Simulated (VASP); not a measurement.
# AlN (Fm-3m) in VASP: G0W0 quasiparticle levels with LDA

Aim: the G0W0 quasiparticle levels of AlN with LDA.

The COD entry that gives the cell may itself be a prediction, so a difference from it is no test against experiment.

Everything below comes from runs of VASP 6.6.1. Logs are shortened: lines on timing, memory, paths and dates and some standing lists are left out, and cuts for length are marked.

## Step 1: The cell of the first run

It takes space group Fm-3m (No. 225, cubic). The conventional cell has a = 3.938 Å, b = 3.938 Å, c = 3.938 Å, α = 90.00°, β = 90.00°, γ = 90.00°. Al (site symmetry m-3m) has 6 N at 1.97 Å within 2.6 Å. N (site symmetry m-3m) has 6 Al at 1.97 Å within 2.6 Å.

## Step 2: G0W0 quasiparticle levels, LDA

POSCAR reads:

```
AlN
1.0
    0.0000000000      1.9690000000      1.9690000000
    1.9690000000      0.0000000000      1.9690000000
    1.9690000000      1.9690000000      0.0000000000
Al N
1 1
Direct
    0.0000000000      0.0000000000      0.0000000000
    0.5000000000      0.5000000000      0.5000000000
```

INCAR.step1 reads:

```
SYSTEM = AlN
PREC = Accurate
ENCUT = 500
EDIFF = 1E-8
ISMEAR = 0
SIGMA = 0.01
LREAL = .FALSE.
LASPH = .TRUE.
NELM = 100
ALGO = Normal
LWAVE = .TRUE.
LCHARG = .FALSE.
GGA = CA
```

INCAR.step2 reads:

```
SYSTEM = AlN
PREC = Accurate
ENCUT = 500
EDIFF = 1E-8
ISMEAR = 0
SIGMA = 0.01
LREAL = .FALSE.
LASPH = .TRUE.
NELM = 1
ALGO = Exact
LWAVE = .TRUE.
LCHARG = .FALSE.
GGA = CA
NBANDS = 84
LOPTICS = .TRUE.
ISTART = 1
```

INCAR.step3 reads:

```
SYSTEM = AlN
PREC = Accurate
ENCUT = 500
EDIFF = 1E-8
ISMEAR = 0
SIGMA = 0.01
LREAL = .FALSE.
LASPH = .TRUE.
ALGO = EVGW0
LWAVE = .FALSE.
LCHARG = .FALSE.
GGA = CA
NELMGW = 1
NBANDS = 84
ENCUTGW = 80.0
NOMEGA = 48
PRECFOCK = Fast
ISTART = 1
NBANDSGW = 12
```

KPOINTS reads:

```
Automatic mesh
0
G
  6 6 6
  0 0 0
```

Potentials or basis: VASP PAW LDA potentials, release 64 (Al_GW, N_GW).

Launch:

```
$ cat potpaw_LDA.64/Al_GW/POTCAR potpaw_LDA.64/N_GW/POTCAR > POTCAR
$ cp INCAR.step1 INCAR
$ mpirun -np 1 vasp_std > vasp.out
$ cp INCAR.step2 INCAR
$ mpirun -np 1 vasp_std > vasp.out
$ cp INCAR.step3 INCAR
$ mpirun -np 1 vasp_std > vasp.out
```

OUTCAR:

```text
SYSTEM = AlN
   PREC = Accurate
   ENCUT = 500
   EDIFF = 1E-8
   ISMEAR = 0
   LREAL = .FALSE.
   LASPH = .TRUE.
   GGA = CA
   NELMGW = 1
   ENCUTGW = 80.0
   PRECFOCK = Fast
   ISTART = 1

 ion  position               nearest neighbor table
   1  0.000  0.000  0.000-   2 1.97   2 1.97   2 1.97   2 1.97   2 1.97   2 1.97
   2  0.500  0.500  0.500-   1 1.97   1 1.97   1 1.97   1 1.97   1 1.97   1 1.97

  LATTYP: Found a face centered cubic cell.
 ALAT       =     3.9380000000

  Lattice vectors:

 A1 = (   0.0000000000,   1.9690000000,   1.9690000000)
 A2 = (   1.9690000000,   0.0000000000,   1.9690000000)
 A3 = (   1.9690000000,   1.9690000000,   0.0000000000)

Analysis of symmetry for initial positions (statically):
=====================================================================
 Subroutine PRICEL returns:
 Original cell was already a primitive cell.

 Routine SETGRP: Setting up the symmetry group for a
 face centered cubic supercell.

 Subroutine GETGRP returns: Found 48 space group operations
 (whereof 48 operations were pure point group operations)
 out of a pool of 48 trial point group operations.

The static configuration has the point symmetry O_h .

Analysis of symmetry for dynamics (positions and initial velocities):
=====================================================================
 Subroutine PRICEL returns:
 Original cell was already a primitive cell.

 Routine SETGRP: Setting up the symmetry group for a
 face centered cubic supercell.

 Subroutine GETGRP returns: Found 48 space group operations
 (whereof 48 operations were pure point group operations)
 out of a pool of 48 trial point group operations.

The dynamic configuration has the point symmetry O_h .

 Subroutine INISYM returns: Found 48 space group operations
 (whereof 48 operations are pure point group operations),
 and found     1 'primitive' translations

----------------------------------------------------------------------------------------

                                     Primitive cell

  volume of cell :      15.2675

  direct lattice vectors                    reciprocal lattice vectors
     0.000000000  1.969000000  1.969000000    -0.253936008  0.253936008  0.253936008
     1.969000000  0.000000000  1.969000000     0.253936008 -0.253936008  0.253936008
     1.969000000  1.969000000  0.000000000     0.253936008  0.253936008 -0.253936008

  length of vectors
     2.784586504  2.784586504  2.784586504     0.439830068  0.439830068  0.439830068

  position of ions in fractional coordinates (direct lattice)
     0.000000000  0.000000000  0.000000000
     0.500000000  0.500000000  0.500000000

  ion indices of the primitive-cell ions
   primitive index   ion index
                 1           1
                 2           2

----------------------------------------------------------------------------------------

 KPOINTS: Automatic mesh

Automatic generation of k-mesh.
 Grid dimensions read from file:
 generate k-points for:    6    6    6

 Generating k-lattice:

  Cartesian coordinates                     Fractional coordinates (reciprocal lattice)
    -0.042322668  0.042322668  0.042322668     0.166666667  0.000000000  0.000000000
     0.042322668 -0.042322668  0.042322668     0.000000000  0.166666667  0.000000000
     0.042322668  0.042322668 -0.042322668     0.000000000  0.000000000  0.166666667

  Length of vectors
     0.073305011  0.073305011  0.073305011

  Shift w.r.t. Gamma in fractional coordinates (k-lattice)
     0.000000000  0.000000000  0.000000000

 Subroutine IBZKPT returns following result:
 ===========================================

 Found     16 irreducible k-points:

 Following reciprocal coordinates:
            Coordinates               Weight
  0.000000  0.000000  0.000000      1.000000
  0.166667  0.000000  0.000000      8.000000
  0.333333  0.000000  0.000000      8.000000
  0.500000  0.000000  0.000000      4.000000
  0.166667  0.166667  0.000000      6.000000
  0.333333  0.166667  0.000000     24.000000
[... 8 lines left out ...]
 -0.333333  0.333333  0.166667     24.000000
 -0.333333  0.500000  0.166667     12.000000
   k-points           NKPTS =     16   k-points in BZ     NKDIM =    216   number of bands    NBANDS=     84
   number of dos      NEDOS =    301   number of ions     NIONS =      2
   total plane-waves  NPLWV =   8000
   dimension x,y,z NGX =    20 NGY =   20 NGZ =   20
   dimension x,y,z NGXF=    40 NGYF=   40 NGZF=   40
   ions per type =               1   1
   NGX,Y,Z   is equivalent  to a cutoff of  11.94, 11.94, 11.94 a.u.
   NGXF,Y,Z  is equivalent  to a cutoff of  23.88, 23.88, 23.88 a.u.
 SYSTEM =  AlN
   PREC   = accura    normal or accurate (medium, high low for compatibility)
   ISTART =      1    job   : 0-new  1-cont  2-samecut
   ICHARG =      0    charge: 1-file 2-atom 10-const
   ISPIN  =      1    spin polarized calculation?
   LNONCOLLINEAR =      F non collinear calculations
   LSORBIT =      F    spin-orbit coupling
   LASPH  =      T    aspherical Exc in radial PAW
   ENCUT  =  500.0 eV  36.75 Ry    6.06 a.u.   5.08  5.08  5.08*2*pi/ulx,y,z
   NELM   =     60;   NELMIN=  2; NELMDL=  0     # of ELM steps
   EDIFF  = 0.1E-07   stopping-criterion for ELM
   LREAL  =      F    real-space projection
   EDIFFG = 0.1E-06   stopping-criterion for IOM
   NSW    =      0    number of steps for IOM
   IBRION =     -1    ionic relax: 0-MD 1-quasi-New 2-CG
   NFREE  =      0    steps in history (QN), initial steepest desc. (CG)
   ISIF   =      0    stress and relaxation
   ISYM   =      3    0-nonsym 1-usesym 2-fastsym
   POTIM  = 0.5000    time-step for ionic-motion
   TEBEG  =    0.0;   TEEND  =   0.0 temperature during run
   PSTRESS=    0.0 pullay stress
   NELECT =       8.0000    total number of electrons
   NUPDOWN=      -1.0000    fix difference up-down
   EMIN   =  10.00;   EMAX   =-10.00  energy-range for DOS
   EFERMI =   0.00;   METHOD = LEGACY
   ISMEAR =     0;   SIGMA  =   0.01  broadening in eV -4-tet -1-fermi 0-gaus
   EFERMI_NEDOS =   21; number of points for ismear=-14 and -15
   IALGO  =     38    algorithm
   IMIX   =      4    mixing-type and parameters
     AMIX     =   0.40;   BMIX     =  1.00
     AMIX_MAG =   1.60;   BMIX_MAG =  1.00
  volume/ion in A,a.u.               =       7.63        51.51
  Fermi-wavevector in a.u.,A,eV,Ry     =   1.319823  2.494104 23.700443  1.741933
  Thomas-Fermi vector in A             =   2.449694
   LORBIT       =      0    0 simple, 1 ext, 2 COOP (PROOUT), +10 PAW based schemes
   GGA     = CA    functional components
   LHFCALC =     T    Hartree Fock is set to
   PRECFOCK=fast      Normal, Fast or Accurate (Low or Medium for compatibility)
   ENCUT4O =  -1.0   cutoff for four orbital integrals eV
   NKREDX  =     1    reduce k-point grid by
   NKREDY  =     1    reduce k-point grid by
   NKREDZ  =     1    reduce k-point grid by
   AEXX    =    1.0000 exact exchange contribution
   HFSCREEN=    0.0000 screening length (either q_TF or 0.3 A-1)
   HFSCREENC=   0.0000 screening length for correlation (either q_TF or 0.3 A-1)
   ENCUTFOCK=  -1.0 apply spherical cutoff to Coloumb kernel
   IVDW    =     0    specifies the selected vdW correction
   LEPSILON=     F    determine dielectric tensor
   LRPA    =     F    only Hartree local field effects (RPA)
   LRPAFORCE           =     F    calculate RPA forces
   ENCUTGW             =  80.0    cutoff for response function in eV
   ENCUTGWSOFT         =  64.0    soft cutoff for Coulomb kernel in GW response function in eV
   ENCUTLF             =  -1.0    cutoff for local field effects
   NELMGW              =     1    number of iterations in solving QP/BSE equation
   NELMHF              =     1    number of iterations in the inner HF iteration
   NKREDLFX            =     1    NKREDLFY  =   1   NKREDLFZ  =   1
 non-spin polarized calculation
 Gauss-broadening in eV      SIGMA  =   0.01
  energy-cutoff  :      500.00
  volume of cell :       15.27
 maximum number of plane-waves:       397
  NGX = 12; NGY = 12; NGZ = 12
   NGX = 11   NGY = 11   NGZ = 11
 maximum number of plane-waves:        28
 NGX is ok and might be reduce to    10

 QP shifts <psi_nk| G(iteration)W_0 |psi_nk>: iteration 1
 for sc-GW calculations column KS-energies equals QP-energies in previous step
 and V_xc(KS)=  KS-energies - (<T + V_ion + V_H > + <T+V_H+V_ion>^1  + <V_x>^1)

 k-point   1 :       0.0000    0.0000    0.0000
  band No.  KS-energies  QP-energies   sigma(KS)   V_xc(KS)     V^pw_x(r,r')   Z            occupation Imag(sigma)

      1      -8.5693     -10.1083     -16.7888     -14.7755     -25.0875       0.7644       2.0000       1.4107
      2       9.5881       9.2743     -18.1944     -17.8063     -21.4033       0.8086       2.0000       0.0959
      3       9.5881       9.2743     -18.1944     -17.8063     -21.4033       0.8086       2.0000       0.0959
      4       9.5881       9.2743     -18.1944     -17.8063     -21.4033       0.8086       2.0000       0.0959
      5      16.5460      17.7638     -13.6880     -15.1768      -9.0064       0.8180       0.0000      -0.0823
      6      21.8517      23.1704      -9.8759     -11.4653      -4.7570       0.8297       0.0000      -0.1039
      7      21.8517      23.1704      -9.8759     -11.4653      -4.7570       0.8297       0.0000      -0.1039
      8      21.8517      23.1704      -9.8759     -11.4653      -4.7570       0.8297       0.0000      -0.1039
      9      27.2910      27.8930      -9.5245     -10.3027      -2.8423       0.7735       0.0000      -0.3671
     10      27.7860      29.4115     -10.3036     -12.2996      -4.6751       0.8144       0.0000      -0.2026
     11      27.7860      29.4115     -10.3036     -12.2996      -4.6751       0.8144       0.0000      -0.2026
     12      29.5022      31.1394      -9.9973     -12.1045      -2.9547       0.7770       0.0000      -0.4431

 k-point   2 :       0.1667    0.0000    0.0000
  band No.  KS-energies  QP-energies   sigma(KS)   V_xc(KS)     V^pw_x(r,r')   Z            occupation Imag(sigma)
[... 225 lines left out ...]
      1      -3.6288      -4.8805     -18.6233     -16.9687     -26.3917       0.7565       2.0000       0.7981
      2       2.4257       1.4344     -15.4810     -14.1889     -19.9038       0.7672       2.0000       0.1774
      3       4.6547       3.8043     -15.9598     -14.8813     -19.7974       0.7885       2.0000       0.1327
      4       5.6815       4.9570     -16.2187     -15.3071     -19.8243       0.7947       2.0000       0.1210
      5      17.1866      18.7089     -11.4718     -13.3136      -6.9391       0.8265       0.0000      -0.0778
      6      17.9564      19.2378     -11.2385     -12.7864      -6.6054       0.8278       0.0000      -0.0858
      7      22.8368      24.6728     -13.2587     -15.5989      -7.4678       0.7846       0.0000      -0.1471
      8      24.0853      25.7264     -11.1850     -13.2590      -5.1781       0.7913       0.0000      -0.1767
      9      28.5459      30.3431     -11.8389     -14.1786      -4.7866       0.7681       0.0000      -0.4003
     10      31.9868      33.4740     -10.3158     -12.2036      -3.2502       0.7878       0.0000      -0.5986
     11      35.5577      37.3433     -11.1544     -13.3676      -4.1843       0.8068       0.0000      -0.7738
     12      38.3196      39.8654      -8.9879     -10.9478      -1.6082       0.7887       0.0000      -0.8905
```

Run time: 74 s. Hardware: 1 thread of Intel Xeon 6975P-C (Granite Rapids), shared host; peak memory 0.29 GiB.

What came out:

- Band gap on the k mesh, mean-field level: 5.04 eV, indirect (least direct gap 6.96 eV)
- Quasiparticle gap: 6.32 eV
- Least direct quasiparticle gap: 8.49 eV

Levels at points of the mesh, in eV from the valence-band top:
```tsv
k point	band 1	band 2	band 3	band 4	band 5	band 6	band 7	band 8
(0.00, 0.00, 0.00)	-18.16	0.00	0.00	0.00	6.96	12.26	12.26	12.26
(0.50, 0.00, 0.00)	-14.49	-8.87	-1.23	-1.23	6.64	11.44	11.44	14.31
(0.50, 0.50, 0.00)	-13.36	-7.97	-3.03	-3.03	5.04	5.24	14.88	18.24
```

Caveat: the k points lie up to 0.46 Å⁻¹ apart; bands, screening cutoff and mesh are small and nothing is extrapolated, so the quasiparticle values aren't converged. A k mesh can miss the band edges.
